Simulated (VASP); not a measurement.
# CaO (Fm-3m) in VASP: further runs

CaO is run at these levels: LDA, PBE; tasks: G0W0 quasiparticle levels.

All numbers are computed with VASP 6.6.1; they aren't measurements. Logs are shortened: lines on timing, memory, paths and dates and some standing lists are left out, and cuts for length are marked.

## (1) The cell of the first run

The structure is cubic, space group Fm-3m (No. 225). Conventional cell: a = 4.795 Å, b = 4.795 Å, c = 4.795 Å, α = 90.00°, β = 90.00°, γ = 90.00°. Ca (site symmetry m-3m) has 6 O at 2.40 Å within 3.2 Å. O (site symmetry m-3m) has 6 Ca at 2.40 Å within 3.2 Å.

## (2) G0W0 quasiparticle levels, LDA

POSCAR

```
CaO
1.0
    0.0000000000      2.3975501260      2.3975501260
    2.3975501260      0.0000000000      2.3975501260
    2.3975501260      2.3975501260      0.0000000000
Ca O
1 1
Direct
    0.0000000000      0.0000000000      0.0000000000
    0.5000000000      0.5000000000      0.5000000000
```

INCAR.step1

```
SYSTEM = CaO
  PREC = Accurate
  ENCUT = 500
  EDIFF = 1E-8
  ISMEAR = 0
  SIGMA = 0.01
  LREAL = .FALSE.
  LASPH = .TRUE.
  NELM = 100
  ALGO = Normal
  LWAVE = .TRUE.
  LCHARG = .FALSE.
```

INCAR.step2

```
SYSTEM = CaO
  PREC = Accurate
  ENCUT = 500
  EDIFF = 1E-8
  ISMEAR = 0
  SIGMA = 0.01
  LREAL = .FALSE.
  LASPH = .TRUE.
  NELM = 1
  ALGO = Exact
  LWAVE = .TRUE.
  LCHARG = .FALSE.
  NBANDS = 111
  LOPTICS = .TRUE.
  ISTART = 1
```

INCAR.step3

```
SYSTEM = CaO
  PREC = Accurate
  ENCUT = 500
  EDIFF = 1E-8
  ISMEAR = 0
  SIGMA = 0.01
  LREAL = .FALSE.
  LASPH = .TRUE.
  ALGO = EVGW0
  LWAVE = .FALSE.
  LCHARG = .FALSE.
  NELMGW = 1
  NBANDS = 111
  ENCUTGW = 140.0
  NOMEGA = 96
  PRECFOCK = Fast
  ISTART = 1
  NBANDSGW = 16
  OMEGAMAX = 30
```

KPOINTS

```
Automatic mesh
0
G
  4 4 4
  0 0 0
```

Potentials or basis: VASP PAW LDA potentials, release 64 (Ca_sv_GW, O_GW).

On the command line:

```
> cat potpaw_LDA.64/Ca_sv_GW/POTCAR potpaw_LDA.64/O_GW/POTCAR > POTCAR
> cp INCAR.step1 INCAR
> mpirun -np 1 vasp_std > vasp.out
> cp INCAR.step2 INCAR
> mpirun -np 1 vasp_std > vasp.out
> cp INCAR.step3 INCAR
> mpirun -np 1 vasp_std > vasp.out
```

OUTCAR:

```text
SYSTEM = CaO
   PREC = Accurate
   ENCUT = 500
   EDIFF = 1E-8
   ISMEAR = 0
   LREAL = .FALSE.
   LASPH = .TRUE.
   NELMGW = 1
   ENCUTGW = 140.0
   PRECFOCK = Fast
   ISTART = 1

 ion  position               nearest neighbor table
   1  0.000  0.000  0.000-   2 2.40   2 2.40   2 2.40   2 2.40   2 2.40   2 2.40
   2  0.500  0.500  0.500-   1 2.40   1 2.40   1 2.40   1 2.40   1 2.40   1 2.40

  LATTYP: Found a face centered cubic cell.
 ALAT       =     4.7951002520

  Lattice vectors:

 A1 = (   0.0000000000,   2.3975501260,   2.3975501260)
 A2 = (   2.3975501260,   0.0000000000,   2.3975501260)
 A3 = (   2.3975501260,   2.3975501260,   0.0000000000)

Analysis of symmetry for initial positions (statically):
=====================================================================
 Subroutine PRICEL returns:
 Original cell was already a primitive cell.

 Routine SETGRP: Setting up the symmetry group for a
 face centered cubic supercell.

 Subroutine GETGRP returns: Found 48 space group operations
 (whereof 48 operations were pure point group operations)
 out of a pool of 48 trial point group operations.

The static configuration has the point symmetry O_h .

Analysis of symmetry for dynamics (positions and initial velocities):
=====================================================================
 Subroutine PRICEL returns:
 Original cell was already a primitive cell.

 Routine SETGRP: Setting up the symmetry group for a
 face centered cubic supercell.

 Subroutine GETGRP returns: Found 48 space group operations
 (whereof 48 operations were pure point group operations)
 out of a pool of 48 trial point group operations.

The dynamic configuration has the point symmetry O_h .

 Subroutine INISYM returns: Found 48 space group operations
 (whereof 48 operations are pure point group operations),
 and found     1 'primitive' translations

----------------------------------------------------------------------------------------

                                     Primitive cell

  volume of cell :      27.5634

  direct lattice vectors                    reciprocal lattice vectors
     0.000000000  2.397550126  2.397550126    -0.208546213  0.208546213  0.208546213
     2.397550126  0.000000000  2.397550126     0.208546213 -0.208546213  0.208546213
     2.397550126  2.397550126  0.000000000     0.208546213  0.208546213 -0.208546213

  length of vectors
     3.390647905  3.390647905  3.390647905     0.361212637  0.361212637  0.361212637

  position of ions in fractional coordinates (direct lattice)
     0.000000000  0.000000000  0.000000000
     0.500000000  0.500000000  0.500000000

  ion indices of the primitive-cell ions
   primitive index   ion index
                 1           1
                 2           2

----------------------------------------------------------------------------------------

 KPOINTS: Automatic mesh

Automatic generation of k-mesh.
 Grid dimensions read from file:
 generate k-points for:    4    4    4

 Generating k-lattice:

  Cartesian coordinates                     Fractional coordinates (reciprocal lattice)
    -0.052136553  0.052136553  0.052136553     0.250000000  0.000000000  0.000000000
     0.052136553 -0.052136553  0.052136553     0.000000000  0.250000000  0.000000000
     0.052136553  0.052136553 -0.052136553     0.000000000  0.000000000  0.250000000

  Length of vectors
     0.090303159  0.090303159  0.090303159

  Shift w.r.t. Gamma in fractional coordinates (k-lattice)
     0.000000000  0.000000000  0.000000000

 Subroutine IBZKPT returns following result:
 ===========================================

 Found      8 irreducible k-points:

 Following reciprocal coordinates:
            Coordinates               Weight
  0.000000  0.000000  0.000000      1.000000
  0.250000  0.000000  0.000000      8.000000
  0.500000  0.000000  0.000000      4.000000
  0.250000  0.250000  0.000000      6.000000
  0.500000  0.250000  0.000000     24.000000
 -0.250000  0.250000  0.000000     12.000000
  0.500000  0.500000  0.000000      3.000000
 -0.250000  0.500000  0.250000      6.000000
   k-points           NKPTS =      8   k-points in BZ     NKDIM =     64   number of bands    NBANDS=    111
   number of dos      NEDOS =    301   number of ions     NIONS =      2
   total plane-waves  NPLWV =  21952
   dimension x,y,z NGX =    28 NGY =   28 NGZ =   28
   dimension x,y,z NGXF=    56 NGYF=   56 NGZF=   56
   ions per type =               1   1
   NGX,Y,Z   is equivalent  to a cutoff of  13.73, 13.73, 13.73 a.u.
   NGXF,Y,Z  is equivalent  to a cutoff of  27.46, 27.46, 27.46 a.u.
 SYSTEM =  CaO
   PREC   = accura    normal or accurate (medium, high low for compatibility)
   ISTART =      1    job   : 0-new  1-cont  2-samecut
   ICHARG =      0    charge: 1-file 2-atom 10-const
   ISPIN  =      1    spin polarized calculation?
   LNONCOLLINEAR =      F non collinear calculations
   LSORBIT =      F    spin-orbit coupling
   LASPH  =      T    aspherical Exc in radial PAW
   ENCUT  =  500.0 eV  36.75 Ry    6.06 a.u.   6.18  6.18  6.18*2*pi/ulx,y,z
   NELM   =     60;   NELMIN=  2; NELMDL=  0     # of ELM steps
   EDIFF  = 0.1E-07   stopping-criterion for ELM
   LREAL  =      F    real-space projection
   EDIFFG = 0.1E-06   stopping-criterion for IOM
   NSW    =      0    number of steps for IOM
   IBRION =     -1    ionic relax: 0-MD 1-quasi-New 2-CG
   NFREE  =      0    steps in history (QN), initial steepest desc. (CG)
   ISIF   =      0    stress and relaxation
   ISYM   =      3    0-nonsym 1-usesym 2-fastsym
   POTIM  = 0.5000    time-step for ionic-motion
   TEBEG  =    0.0;   TEEND  =   0.0 temperature during run
   PSTRESS=    0.0 pullay stress
   NELECT =      16.0000    total number of electrons
   NUPDOWN=      -1.0000    fix difference up-down
   EMIN   =  10.00;   EMAX   =-10.00  energy-range for DOS
   EFERMI =   0.00;   METHOD = LEGACY
   ISMEAR =     0;   SIGMA  =   0.01  broadening in eV -4-tet -1-fermi 0-gaus
   EFERMI_NEDOS =   21; number of points for ismear=-14 and -15
   IALGO  =     38    algorithm
   IMIX   =      4    mixing-type and parameters
     AMIX     =   0.40;   BMIX     =  1.00
     AMIX_MAG =   1.60;   BMIX_MAG =  1.00
  volume/ion in A,a.u.               =      13.78        93.00
  Fermi-wavevector in a.u.,A,eV,Ry     =   1.365643  2.580691 25.374598  1.864980
  Thomas-Fermi vector in A             =   2.491853
   LORBIT       =      0    0 simple, 1 ext, 2 COOP (PROOUT), +10 PAW based schemes
   GGA     = CA    functional components
   LHFCALC =     T    Hartree Fock is set to
   PRECFOCK=fast      Normal, Fast or Accurate (Low or Medium for compatibility)
   ENCUT4O =  -1.0   cutoff for four orbital integrals eV
   NKREDX  =     1    reduce k-point grid by
   NKREDY  =     1    reduce k-point grid by
   NKREDZ  =     1    reduce k-point grid by
   AEXX    =    1.0000 exact exchange contribution
   HFSCREEN=    0.0000 screening length (either q_TF or 0.3 A-1)
   HFSCREENC=   0.0000 screening length for correlation (either q_TF or 0.3 A-1)
   ENCUTFOCK=  -1.0 apply spherical cutoff to Coloumb kernel
   IVDW    =     0    specifies the selected vdW correction
   LEPSILON=     F    determine dielectric tensor
   LRPA    =     F    only Hartree local field effects (RPA)
   LRPAFORCE           =     F    calculate RPA forces
   ENCUTGW             = 140.0    cutoff for response function in eV
   ENCUTGWSOFT         = 112.0    soft cutoff for Coulomb kernel in GW response function in eV
   ENCUTLF             =  -1.0    cutoff for local field effects
   NELMGW              =     1    number of iterations in solving QP/BSE equation
   NELMHF              =     1    number of iterations in the inner HF iteration
   NKREDLFX            =     1    NKREDLFY  =   1   NKREDLFZ  =   1
 non-spin polarized calculation
 Gauss-broadening in eV      SIGMA  =   0.01
  energy-cutoff  :      500.00
  volume of cell :       27.56
 maximum number of plane-waves:       725
 NGX is ok and might be reduce to    28
  NGX = 14; NGY = 14; NGZ = 14
   NGX = 13   NGY = 13   NGZ = 13
 maximum number of plane-waves:       113
 NGX is ok and might be reduce to    14

 QP shifts <psi_nk| G(iteration)W_0 |psi_nk>: iteration 1
 for sc-GW calculations column KS-energies equals QP-energies in previous step
 and V_xc(KS)=  KS-energies - (<T + V_ion + V_H > + <T+V_H+V_ion>^1  + <V_x>^1)

 k-point   1 :       0.0000    0.0000    0.0000
  band No.  KS-energies  QP-energies   sigma(KS)   V_xc(KS)     V^pw_x(r,r')   Z            occupation Imag(sigma)

      1     -32.7647     -34.4238     -22.9182     -20.2481     -34.2844       0.6213       2.0000       0.7270
      2     -13.8059     -16.0340     -23.0247     -20.0884     -28.0218       0.7588       2.0000       0.2168
      3     -13.8059     -16.0340     -23.0247     -20.0884     -28.0218       0.7588       2.0000       0.2168
      4     -13.8059     -16.0340     -23.0247     -20.0884     -28.0218       0.7588       2.0000       0.2168
      5     -10.9352     -12.7701     -21.6595     -18.8487     -30.4251       0.6528       2.0000       0.7152
      6       4.2737       3.5394     -20.2448     -19.2667     -24.4116       0.7508       2.0000       0.0985
[... 8 lines left out ...]
     15      19.0703      19.8374      -6.6799      -7.5578      -1.4852       0.8739       0.0000      -0.7339
     16      26.7234      29.7531     -10.9547     -14.8773      -5.1805       0.7724       0.0000      -0.9380

 k-point   2 :       0.2500    0.0000    0.0000
  band No.  KS-energies  QP-energies   sigma(KS)   V_xc(KS)     V^pw_x(r,r')   Z            occupation Imag(sigma)

      1     -32.7077     -34.3709     -22.9651     -20.3037     -34.3307       0.6250       2.0000       0.7204
      2     -14.4860     -16.5028     -22.1016     -19.2970     -27.9095       0.7191       2.0000       0.3176
      3     -13.8347     -16.0556     -22.9869     -20.0545     -27.9803       0.7574       2.0000       0.2047
      4     -13.8347     -16.0556     -22.9869     -20.0545     -27.9803       0.7574       2.0000       0.2047
      5     -10.2191     -12.1848     -22.6054     -19.7245     -30.6109       0.6823       2.0000       0.6373
      6       2.6942       1.8257     -17.9034     -16.7317     -21.8617       0.7412       2.0000       0.1144
[... 8 lines left out ...]
     15      20.1387      21.9523     -10.2975     -12.5904      -4.4953       0.7909       0.0000      -0.6715
     16      24.0627      26.1433     -10.3362     -12.7412      -4.5750       0.8651       0.0000      -0.8545

 k-point   3 :       0.5000    0.0000    0.0000
  band No.  KS-energies  QP-energies   sigma(KS)   V_xc(KS)     V^pw_x(r,r')   Z            occupation Imag(sigma)

      1     -32.6500     -34.3254     -23.0118     -20.3614     -34.3788       0.6321       2.0000       0.7120
      2     -14.9981     -16.9088     -21.5715     -18.8533     -27.7597       0.7029       2.0000       0.3759
      3     -13.8632     -16.0713     -22.9508     -20.0220     -27.9401       0.7539       2.0000       0.1917
      4     -13.8632     -16.0713     -22.9508     -20.0220     -27.9401       0.7539       2.0000       0.1917
      5      -9.6638     -11.7171     -23.2105     -20.2793     -30.8594       0.7005       2.0000       0.6116
      6       1.5581       0.6071     -16.8383     -15.5350     -20.9534       0.7297       2.0000       0.1471
[... 74 lines left out ...]
      1     -32.6159     -34.3063     -23.0420     -20.3945     -34.4076       0.6385       2.0000       0.7375
      2     -14.4598     -16.7105     -22.3099     -19.3190     -27.4376       0.7525       2.0000       0.3120
      3     -14.0521     -16.2806     -22.7721     -19.8166     -27.8174       0.7540       2.0000       0.2529
      4     -14.0521     -16.2806     -22.7721     -19.8166     -27.8174       0.7540       2.0000       0.2529
      5     -10.6884     -12.4802     -21.9943     -19.1848     -30.7410       0.6378       2.0000       0.6404
      6       2.9527       2.0015     -18.8475     -17.5610     -23.0011       0.7394       2.0000       0.1112
[... 8 lines left out ...]
     15      17.6184      19.2363     -10.6642     -12.7083      -5.4591       0.7915       0.0000      -0.2103
     16      22.0174      23.5651     -10.9802     -12.9106      -5.1616       0.8018       0.0000      -0.6727

 k-point   8 :      -0.2500    0.5000    0.2500
  band No.  KS-energies  QP-energies   sigma(KS)   V_xc(KS)     V^pw_x(r,r')   Z            occupation Imag(sigma)

      1     -32.6149     -34.3057     -23.0419     -20.3959     -34.4085       0.6390       2.0000       0.7307
      2     -14.2655     -16.3319     -22.4012     -19.5561     -27.9613       0.7263       2.0000       0.2703
      3     -14.2588     -16.4954     -22.5300     -19.5589     -27.6149       0.7528       2.0000       0.2827
      4     -14.2588     -16.4954     -22.5300     -19.5589     -27.6149       0.7528       2.0000       0.2827
      5     -10.2704     -12.1609     -22.5757     -19.6960     -30.7685       0.6565       2.0000       0.6063
      6       2.9548       2.1336     -18.8167     -17.7025     -23.0241       0.7370       2.0000       0.1167
[... 8 lines left out ...]
     15      18.3571      20.2910     -12.1768     -14.7036      -6.3794       0.7653       0.0000      -0.4758
     16      18.3571      20.2910     -12.1768     -14.7036      -6.3794       0.7653       0.0000      -0.4758
```

Wall time 42 s (1 thread of Intel Xeon 6975P-C (Granite Rapids), shared host); peak memory 0.27 GiB.

What came out:

| Item | Value |
| --- | --- |
| Quasiparticle gap | 5.85 eV |
| Least direct quasiparticle gap | 6.30 eV |
| Band gap of the starting levels on the mesh | 3.47 eV |
| Least direct gap of the starting levels on the mesh | 3.85 eV |

Caveat: the k points lie up to 0.57 Å⁻¹ apart; bands, screening cutoff and mesh are small and nothing is extrapolated, so the quasiparticle values aren't converged.

[end of part 1 of 3]
